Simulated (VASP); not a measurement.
# NaF (P6_3/mmc) in VASP: settings compared

NaF is run at these levels: r2SCAN, PBE; tasks: single point.

All numbers are computed with VASP 6.6.1; they aren't measurements. Logs are shortened: lines on timing, memory, paths and dates and some standing lists are left out, and cuts for length are marked.

## Step 1: The cell of the first run

It takes space group P6_3/mmc (No. 194, hexagonal). The conventional cell has a = 3.178 Å, b = 3.178 Å, c = 5.568 Å, α = 90.00°, β = 90.00°, γ = 120.00°. Na (site symmetry -3m) has 6 F at 2.30 Å and 2 Na at 2.78 Å within 3.0 Å. Within 3.0 Å of F (site symmetry -6m2) lie 6 Na at 2.30 Å.

## Step 2: Single point, r2SCAN

POSCAR

```
NaF
1.0
    3.1775543160      0.0000000000      0.0000000000
   -1.5887771580      2.7518427596      0.0000000000
    0.0000000000      0.0000000000      5.5676310269
Na F
2 2
Direct
    0.0000000000      0.0000000000      0.0000000000
    0.0000000000      0.0000000000      0.5000000000
    0.3333333333      0.6666666667      0.2500000000
    0.6666666667      0.3333333333      0.7500000000
```

INCAR.step1

```
SYSTEM = NaF
PREC = Accurate
ENCUT = 520
ISMEAR = 0
SIGMA = 0.01
LREAL = .False.
LASPH = .True.
NELM = 80
NBANDS = 22
GGA = PE
ALGO = Normal
EDIFF = 1E-4
LWAVE = .True.
LCHARG = .False.
```

INCAR.step2

```
SYSTEM = NaF
PREC = Accurate
ENCUT = 520
EDIFF = 1E-6
ISMEAR = 0
SIGMA = 0.01
LREAL = .False.
LASPH = .True.
NELM = 80
ALGO = Normal
ISIF = 2
LWAVE = .False.
LCHARG = .True.
METAGGA = R2SCAN
LMIXTAU = .True.
LELF = .True.
LVHAR = .True.
NBANDS = 22
ISTART = 1
```

KPOINTS

```
Automatic mesh
0
Gamma
  6 6 2
  0 0 0
```

Potentials or basis: VASP PAW PBE potentials, release 64 (Na_pv, F).

Command:

```sh
$ cat potpaw_PBE.64/Na_pv/POTCAR potpaw_PBE.64/F/POTCAR > POTCAR
$ cp INCAR.step1 INCAR
$ mpirun -np 1 vasp_std > vasp.out
$ cp INCAR.step2 INCAR
$ mpirun -np 1 vasp_std > vasp.out
```

OUTCAR:

```text
SYSTEM = NaF
   PREC = Accurate
   ENCUT = 520
   EDIFF = 1E-6
   ISMEAR = 0
   LREAL = .False.
   LASPH = .True.
   NELM = 80
   ISIF = 2
   METAGGA = R2SCAN
   ISTART = 1

 ion  position               nearest neighbor table
   1  0.000  0.000  0.000-   3 2.30   4 2.30   4 2.30   3 2.30   4 2.30   3 2.30   2 2.78   2 2.78

   2  0.000  0.000  0.500-   3 2.30   4 2.30   4 2.30   3 2.30   4 2.30   3 2.30   1 2.78   1 2.78

   3  0.333  0.667  0.250-   1 2.30   2 2.30   1 2.30   2 2.30   1 2.30   2 2.30
   4  0.667  0.333  0.750-   1 2.30   2 2.30   1 2.30   2 2.30   1 2.30   2 2.30

  LATTYP: Found a hexagonal cell.
 ALAT       =     3.1775543160
 C/A-ratio  =     1.7521749349

  Lattice vectors:

 A1 = (   3.1775543160,   0.0000000000,   0.0000000000)
 A2 = (  -1.5887771580,   2.7518427596,   0.0000000000)
 A3 = (   0.0000000000,   0.0000000000,   5.5676310269)

Analysis of symmetry for initial positions (statically):
=====================================================================
 Subroutine PRICEL returns:
 Original cell was already a primitive cell.

 Routine SETGRP: Setting up the symmetry group for a
 hexagonal supercell.

 Subroutine GETGRP returns: Found 24 space group operations
 (whereof 12 operations were pure point group operations)
 out of a pool of 24 trial point group operations.

The static configuration has the point symmetry D_3d.
 The point group associated with its full space group is D_6h.

Analysis of symmetry for dynamics (positions and initial velocities):
=====================================================================
 Subroutine PRICEL returns:
 Original cell was already a primitive cell.

 Routine SETGRP: Setting up the symmetry group for a
 hexagonal supercell.

 Subroutine GETGRP returns: Found 24 space group operations
 (whereof 12 operations were pure point group operations)
 out of a pool of 24 trial point group operations.

The dynamic configuration has the point symmetry D_3d.
 The point group associated with its full space group is D_6h.

 Subroutine INISYM returns: Found 24 space group operations
 (whereof 12 operations are pure point group operations),
 and found     1 'primitive' translations

----------------------------------------------------------------------------------------

                                     Primitive cell

  volume of cell :      48.6841

  direct lattice vectors                    reciprocal lattice vectors
     3.177554316  0.000000000  0.000000000     0.314707445  0.181696428  0.000000000
    -1.588777158  2.751842760  0.000000000     0.000000000  0.363392856  0.000000000
     0.000000000  0.000000000  5.567631027     0.000000000  0.000000000  0.179609603

  length of vectors
     3.177554316  3.177554316  5.567631027     0.363392856  0.363392856  0.179609603

  position of ions in fractional coordinates (direct lattice)
     0.000000000  0.000000000  0.000000000
     0.000000000  0.000000000  0.500000000
     0.333333333  0.666666667  0.250000000
     0.666666667  0.333333333  0.750000000

  ion indices of the primitive-cell ions
   primitive index   ion index
                 1           1
                 2           2
                 3           3
                 4           4

----------------------------------------------------------------------------------------

 KPOINTS: Automatic mesh

Automatic generation of k-mesh.
 Grid dimensions read from file:
 generate k-points for:    6    6    2

 Generating k-lattice:

  Cartesian coordinates                     Fractional coordinates (reciprocal lattice)
     0.052451241  0.030282738  0.000000000     0.166666667  0.000000000  0.000000000
     0.000000000  0.060565476  0.000000000     0.000000000  0.166666667  0.000000000
     0.000000000  0.000000000  0.089804802     0.000000000  0.000000000  0.500000000

  Length of vectors
     0.060565476  0.060565476  0.089804802

  Shift w.r.t. Gamma in fractional coordinates (k-lattice)
     0.000000000  0.000000000  0.000000000

 Subroutine IBZKPT returns following result:
 ===========================================

 Found     14 irreducible k-points:

 Following reciprocal coordinates:
            Coordinates               Weight
  0.000000  0.000000  0.000000      1.000000
  0.166667  0.000000  0.000000      6.000000
  0.333333  0.000000  0.000000      6.000000
  0.500000 -0.000000  0.000000      3.000000
  0.166667  0.166667  0.000000      6.000000
  0.333333  0.166667  0.000000     12.000000
  0.333333  0.333333  0.000000      2.000000
  0.000000  0.000000  0.500000      1.000000
  0.166667  0.000000  0.500000      6.000000
  0.333333  0.000000  0.500000      6.000000
  0.500000 -0.000000  0.500000      3.000000
  0.166667  0.166667  0.500000      6.000000
  0.333333  0.166667  0.500000     12.000000
  0.333333  0.333333  0.500000      2.000000
   k-points           NKPTS =     14   k-points in BZ     NKDIM =     14   number of bands    NBANDS=     22
   number of dos      NEDOS =    301   number of ions     NIONS =      4
   total plane-waves  NPLWV =  24192
   dimension x,y,z NGX =    24 NGY =   24 NGZ =   42
   dimension x,y,z NGXF=    48 NGYF=   48 NGZF=   84
   ions per type =               2   2
   NGX,Y,Z   is equivalent  to a cutoff of  12.56, 12.56, 12.54 a.u.
   NGXF,Y,Z  is equivalent  to a cutoff of  25.11, 25.11, 25.08 a.u.
 SYSTEM =  NaF
   PREC   = accura    normal or accurate (medium, high low for compatibility)
   ISTART =      1    job   : 0-new  1-cont  2-samecut
   ICHARG =      0    charge: 1-file 2-atom 10-const
   ISPIN  =      1    spin polarized calculation?
   LNONCOLLINEAR =      F non collinear calculations
   LSORBIT =      F    spin-orbit coupling
   LASPH  =      T    aspherical Exc in radial PAW
   ENCUT  =  520.0 eV  38.22 Ry    6.18 a.u.   5.91  5.91 10.35*2*pi/ulx,y,z
   NELM   =     80;   NELMIN=  2; NELMDL=  0     # of ELM steps
   EDIFF  = 0.1E-05   stopping-criterion for ELM
   LREAL  =      F    real-space projection
   EDIFFG = 0.1E-04   stopping-criterion for IOM
   NSW    =      0    number of steps for IOM
   IBRION =     -1    ionic relax: 0-MD 1-quasi-New 2-CG
   NFREE  =      0    steps in history (QN), initial steepest desc. (CG)
   ISIF   =      2    stress and relaxation
   ISYM   =      2    0-nonsym 1-usesym 2-fastsym
   POTIM  = 0.5000    time-step for ionic-motion
   TEBEG  =    0.0;   TEEND  =   0.0 temperature during run
   PSTRESS=    0.0 pullay stress
   NELECT =      28.0000    total number of electrons
   NUPDOWN=      -1.0000    fix difference up-down
   EMIN   =  10.00;   EMAX   =-10.00  energy-range for DOS
   EFERMI =   0.00;   METHOD = LEGACY
   ISMEAR =     0;   SIGMA  =   0.01  broadening in eV -4-tet -1-fermi 0-gaus
   EFERMI_NEDOS =   21; number of points for ismear=-14 and -15
   IALGO  =     38    algorithm
   IMIX   =      4    mixing-type and parameters
     AMIX     =   0.40;   BMIX     =  1.00
     AMIX_MAG =   1.60;   BMIX_MAG =  1.00
  volume/ion in A,a.u.               =      12.17        82.13
  Fermi-wavevector in a.u.,A,eV,Ry     =   1.361440  2.572748 25.218654  1.853519
  Thomas-Fermi vector in A             =   2.488016
   LORBIT       =      0    0 simple, 1 ext, 2 COOP (PROOUT), +10 PAW based schemes
   METAGGA = R2SCAN    functional components
   LHFCALC =     F    Hartree Fock is set to
   AEXX    =    0.0000 exact exchange contribution
   IVDW    =     0    specifies the selected vdW correction
   LEPSILON=     F    determine dielectric tensor
   LRPA    =     F    only Hartree local field effects (RPA)
 non-spin polarized calculation
 Gauss-broadening in eV      SIGMA  =   0.01
  energy-cutoff  :      520.00
  volume of cell :       48.68
 maximum number of plane-waves:      1325
 NGX is ok and might be reduce to    24
   NGX = 11   NGY = 11   NGZ = 21

 number of electron      28.0000008 magnetization

 Free energy of the ion-electron system (eV)
  ---------------------------------------------------
  ext. energy  EPLUGINS =         0.00000000
  ---------------------------------------------------
  free energy    TOTEN  =       -25.02493126 eV

  energy without entropy =      -25.02493126  energy(sigma->0) =      -25.02493126

 E-fermi :  -2.3786     XC(G=0):  -9.8870

 val. band max:       -2.5343695002   @ k =   0.0000   0.0000   0.0000
 cond. band min:       4.6823335235   @ k =   0.0000   0.0000   0.0000
 fundamental gap:      7.2167030236
 Fermi energy:        -2.3785962258

 k-point     1 :       0.0000    0.0000    0.0000
  band No.  band energies     occupation
      1     -23.4718      2.00000
      2     -22.9398      2.00000
      3     -22.2237      2.00000
      4     -22.2234      2.00000
      5     -22.1905      2.00000
      6     -22.1902      2.00000
[... 14 lines left out ...]
     21      19.9071      0.00000
     22      19.9076      0.00000

 k-point     2 :       0.1667    0.0000    0.0000
  band No.  band energies     occupation
      1     -23.3635      2.00000
      2     -23.0653      2.00000
      3     -22.2325      2.00000
      4     -22.2240      2.00000
      5     -22.1973      2.00000
      6     -22.1610      2.00000
[... 14 lines left out ...]
     21      18.7539      0.00000
     22      19.0392      0.00000

 k-point     3 :       0.3333    0.0000    0.0000
  band No.  band energies     occupation
      1     -23.2995      2.00000
      2     -22.9955      2.00000
      3     -22.2906      2.00000
      4     -22.2502      2.00000
      5     -22.2111      2.00000
      6     -22.1511      2.00000
[... 14 lines left out ...]
     21      18.8544      0.00000
     22      19.1998      0.00000
[... 226 lines left out ...]
 k-point    13 :       0.3333    0.1667    0.5000
  band No.  band energies     occupation
      1     -23.1102      2.00000
      2     -23.1102      2.00000
      3     -22.2917      2.00000
      4     -22.2917      2.00000
      5     -22.2662      2.00000
      6     -22.2662      2.00000
[... 14 lines left out ...]
     21      18.4092      0.00000
     22      18.4092      0.00000

 k-point    14 :       0.3333    0.3333    0.5000
  band No.  band energies     occupation
      1     -23.0852      2.00000
      2     -23.0852      2.00000
      3     -22.3070      2.00000
      4     -22.3070      2.00000
      5     -22.2810      2.00000
      6     -22.2810      2.00000
[... 14 lines left out ...]
     21      18.8048      0.00000
     22      18.8048      0.00000

------------------------ aborting loop because EDIFF is reached ----------------------------------------

  FORCE on cell =-STRESS in cart. coord.  units (eV):
  Direction    XX          YY          ZZ          XY          YZ          ZX
  --------------------------------------------------------------------------------------
  -------------------------------------------------------------------------------------
  Total       -0.1424494     -0.1424494     -0.1905372      0.0000000      0.0000000      0.0000000
  in kB       -4.6879637     -4.6879637     -6.2705175      0.0000000      0.0000000      0.0000000
  external PRESSURE =      -5.2154816 kB  Pullay stress =       0.0000000 kB

 VOLUME and BASIS-vectors are now :
 -----------------------------------------------------------------------------
  energy-cutoff  :      520.00
  volume of cell :       48.68
      direct lattice vectors                 reciprocal lattice vectors
     3.177554316  0.000000000  0.000000000     0.314707445  0.181696428  0.000000000
    -1.588777158  2.751842760  0.000000000     0.000000000  0.363392856  0.000000000
     0.000000000  0.000000000  5.567631027     0.000000000  0.000000000  0.179609603

 POSITION                                       TOTAL-FORCE (eV/Angst)
 -----------------------------------------------------------------------------------
      0.00000      0.00000      0.00000        -0.000000      0.000000      0.000000
      0.00000      0.00000      2.78382        -0.000000      0.000000      0.000000
     -0.00000      1.83456      1.39191         0.000000     -0.000000      0.000000
      1.58878      0.91728      4.17572        -0.000000      0.000000     -0.000000
 -----------------------------------------------------------------------------------
    total drift:                               -0.000000      0.000000      0.000000

  FREE ENERGIE OF THE ION-ELECTRON SYSTEM (eV)
  ---------------------------------------------------
  free  energy   TOTEN  =       -25.0249312645 eV

  energy  without entropy=      -25.0249312645  energy(sigma->0) =      -25.02493126
```

Run time: 43 s. Hardware: 1 thread of Intel Xeon 6975P-C, shared host; peak memory 0.17 GiB.

What came out:

```yaml
Free_energy: -25.0249 eV
Pressure: -0.5 GPa
Band_gap_on_the_k_mesh: 7.22 eV, direct
```

Caveat: the k points lie up to 0.56 Å⁻¹ apart; the PAW data sets were made with another functional, which shifts forces and pressure a little. r2SCAN opens gaps a little over a GGA but as a rule still falls short of measured ones.

## Step 3: Single point, PBE

INCAR

```
SYSTEM = NaF
PREC     = Accurate       ! precision mode
ENCUT    = 520            ! plane-wave cutoff, eV
EDIFF    = 1E-7           ! SCF threshold, eV
ISMEAR   = 0              ! smearing method
SIGMA    = 0.01           ! smearing width, eV
LREAL    = .False.        ! projectors in reciprocal space
LASPH    = .True.         ! aspherical terms in the spheres
NELM     = 80             ! most SCF steps
ALGO     = Normal         ! electronic algorithm
ISIF     = 2              ! what is computed and relaxed
LWAVE    = .False.        ! write WAVECAR
LCHARG   = .False.        ! write CHGCAR
GGA      = PE             ! functional
NBANDS   = 22             ! bands
```

KPOINTS

```
Automatic mesh
0
Gamma
  9 9 4
  0 0 0
```

POSCAR is that of step 2.

Potentials or basis: VASP PAW PBE potentials, release 64 (Na_pv, F).

Command:

```sh
$ cat potpaw_PBE.64/Na_pv/POTCAR potpaw_PBE.64/F/POTCAR > POTCAR
$ mpirun -np 1 vasp_std > vasp.out
```

Run time: 17 s. Hardware: 1 thread of Intel Xeon 6975P-C, shared host; peak memory 0.17 GiB.

The run converged. Its results:

- Free energy: -16.9231 eV
- Pressure: 3.5 GPa
- Band gap on the k mesh: 6.34 eV, direct

Stress tensor (GPa, compression positive):
```
3.42 0.00 0.00
0.00 3.42 0.00
0.00 0.00 3.72
```

Levels at points of the mesh, in eV from the valence-band top:
```csv
k point,band 11,band 12,band 13,band 14,band 15,band 16,band 17,band 18
"(0.00, 0.00, 0.00)",-0.21,-0.21,0.00,0.00,6.34,10.84,12.09,17.12
"(0.00, 0.00, 0.50)",-0.10,-0.10,-0.10,-0.10,8.12,8.12,14.86,14.86
```
